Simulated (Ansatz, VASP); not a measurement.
## Two plane-wave programs on HfCoH4

File INCAR:

```
PREC = Accurate
ENCUT = 600
EDIFF = 1E-6
ISMEAR = 0
SIGMA = 0.1
LREAL = False
LASPH = True
NELM = 100
ALGO = Normal
ISIF = 3
LWAVE = False
LCHARG = False
GGA = PE
IBRION = 2
NSW = 100
EDIFFG = -0.01
```

Contents of KPOINTS:

```
Automatic mesh
0
Gamma
  12 12 14
```

File POSCAR:

```
HfCoH4
1.0
    4.3671290902      0.0000000000      0.0000000000
   -2.1835645451      3.7820447337      0.0000000000
    0.0000000000      0.0000000000      2.7799022757
Hf Co H
1 1 4
Direct
    0.0000000000      0.0000000000      0.0000000000
    0.3333333333      0.6666666667      0.0000000000
    0.6666666667      0.3333333333      0.0000000000
    0.0328905550      0.5164452775      0.5000000000
    0.4835547225      0.5164452775      0.5000000000
    0.4835547225      0.9671094450      0.5000000000
```

Input for Ansatz:

```yaml
crystal:
  lattice:
    - [4.3671290902, 0.0, 0.0]
    - [-2.1835645451, 3.7820447337, 0.0]
    - [0.0, 0.0, 2.7799022757]
  atoms:
    - { symbol: Hf, position: [0.0, 0.0, 0.0] }
    - { symbol: Co, position: [0.3333333333, 0.6666666667, 0.0] }
    - { symbol: H, position: [0.6666666667, 0.3333333333, 0.0] }
    - { symbol: H, position: [0.032890555, 0.5164452775, 0.5] }
    - { symbol: H, position: [0.4835547225, 0.5164452775, 0.5] }
    - { symbol: H, position: [0.4835547225, 0.967109445, 0.5] }
basis:
  ecutwfc: 420
kpoints:
  mp_grid: { grid: [12, 12, 14] }
hamiltonian:
  xc: pbe
scf:
  occupations: { method: gaussian, width: 0.1 }
output:
  forces: true
  stress: true
  eigenvalues: true
  write_density: true
  write_potential: true
  elf: true
  volumetric_format: npy
relax:
  adjacent_minimum: "off"
  f_tol: 0.01
  max_steps: 80
  cell: { stress_tol: 0.05 }
```

Change from the starting cell: species swapped into the LaAlNi4 type (P-6m2, No. 187).

Alike in both runs: task relaxation of cell and atoms; functional PBE; k mesh 12 × 12 × 14; occupations gaussian, width 0.1 eV; no spin polarisation.

|  | VASP | Ansatz |
| --- | --- | --- |
| version | VASP 6.6.1 | Ansatz 0.2.0 |
| potentials or method | VASP PAW PBE potentials, release 64 (Hf_pv, Co, H), cutoff 600 eV | scalar-relativistic, plane waves, PAW |
| valence electrons in the cell | 23 | 47 |

```tsv
	VASP	Ansatz	Ansatz less VASP
gap on the k mesh at the Fermi level, each at its own relaxed structure (eV)	none	none	-
relaxed volume (Å³/atom)	7.58	7.63	+0.047
relaxed cell length with the largest relative difference (Å)	4.355	4.368	+0.0135
```

A gap of «none» marks a metal or a gap that the smearing closes. VASP's potentials hold 23 valence electrons a cell and Ansatz's 47, so a difference there can come from the potentials and not from the codes.

Neither program's run includes spin-orbit coupling.
